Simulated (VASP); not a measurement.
# CdS (R3m) in VASP: settings compared, part 2 of 2

VASP 6.6.1. The steps go on from the part before.

## (5) Single point, r2SCAN (epitaxial 111 strain -1.0%)

POSCAR

```
CdS
1.0
    0.0373406500      2.9471633446      2.9471633446
    2.9471633446      0.0373406500      2.9471633446
    2.9471633446      2.9471633446      0.0373406500
Cd S
1 1
Direct
    0.0014428210      0.0014428210      0.0014428210
    0.2485571790      0.2485571790      0.2485571790
```

INCAR.step1

```
SYSTEM = CdS
PREC = Accurate
ENCUT = 520
ISMEAR = 0
SIGMA = 0.01
LREAL = .False.
LASPH = .True.
NELM = 60
NBANDS = 16
GGA = PE
ALGO = Normal
EDIFF = 1E-4
LWAVE = .True.
LCHARG = .False.
```

INCAR.step2

```
SYSTEM = CdS
PREC = Accurate
ENCUT = 520
EDIFF = 1E-7
ISMEAR = 0
SIGMA = 0.01
LREAL = .False.
LASPH = .True.
NELM = 60
ALGO = Normal
ISIF = 2
LWAVE = .False.
LCHARG = .False.
METAGGA = R2SCAN
LMIXTAU = .True.
NBANDS = 16
ISTART = 1
```

KPOINTS

```
Automatic mesh
0
Gamma
  8 8 8
  0 0 0
```

Potentials or basis: VASP PAW PBE potentials, release 64 (Cd, S).

Command:

```console
$ cat potpaw_PBE.64/Cd/POTCAR potpaw_PBE.64/S/POTCAR > POTCAR
$ cp INCAR.step1 INCAR
$ mpirun -np 1 vasp_std > vasp.out
$ cp INCAR.step2 INCAR
$ mpirun -np 1 vasp_std > vasp.out
```

OUTCAR:

```text
SYSTEM = CdS
   PREC = Accurate
   ENCUT = 520
   EDIFF = 1E-7
   ISMEAR = 0
   LREAL = .False.
   LASPH = .True.
   NELM = 60
   ISIF = 2
   METAGGA = R2SCAN
   ISTART = 1

 ion  position               nearest neighbor table
   1  0.001  0.001  0.001-   2 2.54   2 2.54   2 2.54   2 2.54
   2  0.249  0.249  0.249-   1 2.54   1 2.54   1 2.54   1 2.54

  LATTYP: Found a trigonal (rhomboedric) cell.
 ALAT       =     4.1680856378
 COS(alpha) =     0.5126288846

  Lattice vectors:

 A1 = (   0.0373406500,   2.9471633446,   2.9471633446)
 A2 = (   2.9471633446,   0.0373406500,   2.9471633446)
 A3 = (   2.9471633446,   2.9471633446,   0.0373406500)

Analysis of symmetry for initial positions (statically):
=====================================================================
 Subroutine PRICEL returns:
 Original cell was already a primitive cell.

 Routine SETGRP: Setting up the symmetry group for a
 trigonal (rhombohedral) supercell.

 Subroutine GETGRP returns: Found  6 space group operations
 (whereof  6 operations were pure point group operations)
 out of a pool of 12 trial point group operations.

The static configuration has the point symmetry C_3v.

Analysis of symmetry for dynamics (positions and initial velocities):
[... 163 lines left out ...]
 fundamental gap:      1.5333019523
 Fermi energy:         1.0808623296

 k-point     1 :       0.0000    0.0000    0.0000
  band No.  band energies     occupation
      1     -11.8522      2.00000
      2      -6.9865      2.00000
      3      -6.9731      2.00000
      4      -6.9731      2.00000
      5      -6.4822      2.00000
      6      -6.4822      2.00000
[... 433 lines left out ...]
      3      -6.8599      2.00000
      4      -6.5907      2.00000
      5      -6.4910      2.00000
      6      -6.4345      2.00000
[... 8 lines left out ...]
     15      12.9999      0.00000
     16      13.7397      0.00000

 [... further k-points ...]

------------------------ aborting loop because EDIFF is reached ----------------------------------------

  FORCE on cell =-STRESS in cart. coord.  units (eV):
  Direction    XX          YY          ZZ          XY          YZ          ZX
  --------------------------------------------------------------------------------------
  -------------------------------------------------------------------------------------
  Total        0.3041565      0.3041565      0.3041565     -0.1025750     -0.1025750     -0.1025750
  in kB        9.7028177      9.7028177      9.7028177     -3.2722168     -3.2722168     -3.2722168
  external PRESSURE =       9.7028177 kB  Pullay stress =       0.0000000 kB

 VOLUME and BASIS-vectors are now :
 -----------------------------------------------------------------------------
  energy-cutoff  :      520.00
  volume of cell :       50.22
      direct lattice vectors                 reciprocal lattice vectors
     0.037340650  2.947163345  2.947163345    -0.172913480  0.170750071  0.170750071
     2.947163345  0.037340650  2.947163345     0.170750071 -0.172913480  0.170750071
     2.947163345  2.947163345  0.037340650     0.170750071  0.170750071 -0.172913480

 POSITION                                       TOTAL-FORCE (eV/Angst)
 -----------------------------------------------------------------------------------
      0.00856      0.00856      0.00856         0.000018      0.000018      0.000018
      1.47436      1.47436      1.47436        -0.000018     -0.000018     -0.000018
 -----------------------------------------------------------------------------------
    total drift:                               -0.000151     -0.000151     -0.000151

  FREE ENERGIE OF THE ION-ELECTRON SYSTEM (eV)
  ---------------------------------------------------
  free  energy   TOTEN  =       -29.6817276343 eV

  energy  without entropy=      -29.6817276343  energy(sigma->0) =      -29.68172763
```

OUTCAR.step1:

```text
SYSTEM = CdS
   PREC = Accurate
   ENCUT = 520
   ISMEAR = 0
   LREAL = .False.
   LASPH = .True.
[... 678 lines left out ...]
      0.00856      0.00856      0.00856        -0.000507     -0.000507     -0.000507
      1.47436      1.47436      1.47436         0.000507      0.000507      0.000507
 -----------------------------------------------------------------------------------
    total drift:                               -0.000263     -0.000263     -0.000263

  FREE ENERGIE OF THE ION-ELECTRON SYSTEM (eV)
  ---------------------------------------------------
  free  energy   TOTEN  =        -6.1301454049 eV

  energy  without entropy=       -6.1301454049  energy(sigma->0) =       -6.13014540
```

It took 100 s on 1 thread of Intel Xeon Platinum 8488C (Sapphire Rapids), shared host; peak memory 0.21 GiB.

Results:

| Quantity | Value |
| --- | --- |
| Free energy | -29.6817 eV |
| Pressure | 1.0 GPa |
| Band gap on the k mesh | 1.53 eV, direct |

Levels at points of the mesh, in eV from the valence-band top:
```
           k point  band 6  band 7  band 8  band 9  band 10  band 11  band 12  band 13
(0.00, 0.00, 0.00)   -7.45   -0.08    0.00    0.00     1.53     6.90     7.13     7.13
(0.50, 0.00, 0.00)   -7.07   -4.40   -0.83   -0.74     3.39     7.41     7.42     7.86
(0.50, 0.50, 0.00)   -7.01   -3.95   -1.96   -1.85     3.82     4.73     9.70    11.45
(0.50, 0.50, 0.50)   -7.11   -4.47   -0.73   -0.73     3.56     7.57     7.57     7.76
```

Caveat: the cell differs from its parent crystal (epitaxial 111 strain -1.0%); the PAW data sets were made with another functional, which shifts forces and pressure a little.

## (6) Single point, r2SCAN (epitaxial 111 strain +1.0%)

POSCAR

```
CdS
1.0
   -0.0373201694      2.9312868221      2.9312868221
    2.9312868221     -0.0373201694      2.9312868221
    2.9312868221      2.9312868221     -0.0373201694
Cd S
1 1
Direct
   -0.0013720839     -0.0013720839     -0.0013720839
    0.2513720839      0.2513720839      0.2513720839
```

INCAR.step1

```
SYSTEM = CdS
ALGO = Normal
EDIFF = 1E-4
ENCUT = 520
GGA = PE
ISMEAR = 0
LASPH = .TRUE.
LCHARG = .FALSE.
LREAL = .FALSE.
LWAVE = .TRUE.
NBANDS = 16
NELM = 100
PREC = Accurate
SIGMA = 0.01
```

INCAR.step2

```
SYSTEM = CdS
ALGO = Normal
EDIFF = 1E-7
ENCUT = 520
ISIF = 2
ISMEAR = 0
ISTART = 1
LASPH = .TRUE.
LCHARG = .TRUE.
LELF = .TRUE.
LMIXTAU = .TRUE.
LREAL = .FALSE.
LVHAR = .TRUE.
LWAVE = .FALSE.
METAGGA = R2SCAN
NBANDS = 16
NELM = 100
PREC = Accurate
SIGMA = 0.01
```

KPOINTS

```
k-points
0
G
  8 8 8
  0 0 0
```

Potentials or basis: VASP PAW PBE potentials, release 64 (Cd, S).

Command:

```console
$ cat potpaw_PBE.64/Cd/POTCAR potpaw_PBE.64/S/POTCAR > POTCAR
$ cp INCAR.step1 INCAR
$ mpirun -np 1 vasp_std > vasp.out
$ cp INCAR.step2 INCAR
$ mpirun -np 1 vasp_std > vasp.out
```

Run time: 1.7 min. Hardware: 1 thread of Intel Xeon Platinum 8488C (Sapphire Rapids), shared host; peak memory 0.21 GiB.

Results (log left out):

| Quantity | Value |
| --- | --- |
| Free energy | -29.6839 eV |
| Pressure | -0.4 GPa |
| Largest force | 0.004 eV/Å |
| Band gap on the k mesh | 1.46 eV, direct |

Forces in eV/Å, atoms in the order of the input:
```
Cd  -0.002 -0.002 -0.002
S    0.002  0.002  0.002
```

Stress tensor (GPa, compression positive):
```
-0.38  0.33  0.33
 0.33 -0.38  0.33
 0.33  0.33 -0.38
```

Levels at points of the mesh, in eV from the valence-band top:
```tsv
k point	band 6	band 7	band 8	band 9	band 10	band 11	band 12	band 13
(0.00, 0.00, 0.00)	-7.43	-0.07	-0.07	0.00	1.46	6.96	6.96	7.20
(0.50, 0.00, 0.00)	-7.08	-4.32	-0.79	-0.71	3.41	7.46	7.47	7.73
(0.50, 0.50, 0.00)	-7.01	-3.87	-1.90	-1.80	3.83	4.68	9.58	11.27
(0.50, 0.50, 0.50)	-7.05	-4.25	-0.81	-0.81	3.26	7.32	7.32	7.81
```

Caveat: the cell differs from its parent crystal (epitaxial 111 strain +1.0%); the PAW data sets were made with another functional, which shifts forces and pressure a little.

## (7) Summary

| level | cell | smearing | gap on the mesh (eV) | pressure (GPa) |
| --- | --- | --- | --- | --- |
| PBE | a = 4.168 Å, angles 59.2°, 2 atoms | fermi-dirac 0.02 eV | 1.09 | 2.4 |
| PBE | a = 4.146 Å, angles 60.8°, 2 atoms | fermi-dirac 0.02 eV | 1.03 | 1.1 |
| r2SCAN | a = 4.180 Å, angles 58.3°, 2 atoms | gaussian 0.01 eV | 1.52 | 1.7 |
| r2SCAN | a = 4.168 Å, angles 59.2°, 2 atoms | gaussian 0.01 eV | 1.53 | 1.0 |
| r2SCAN | a = 4.146 Å, angles 60.8°, 2 atoms | gaussian 0.01 eV | 1.46 | -0.4 |

Alike in all rows: task single point; potentials or basis VASP PAW PBE potentials, release 64 (Cd, S); no spin polarisation; k mesh 8 × 8 × 8; cutoff (eV) 520.

Caveats: the PAW data sets were made with another functional, which shifts forces and pressure a little (some runs).

Absolute energies hang on the potentials; compare differences alone.
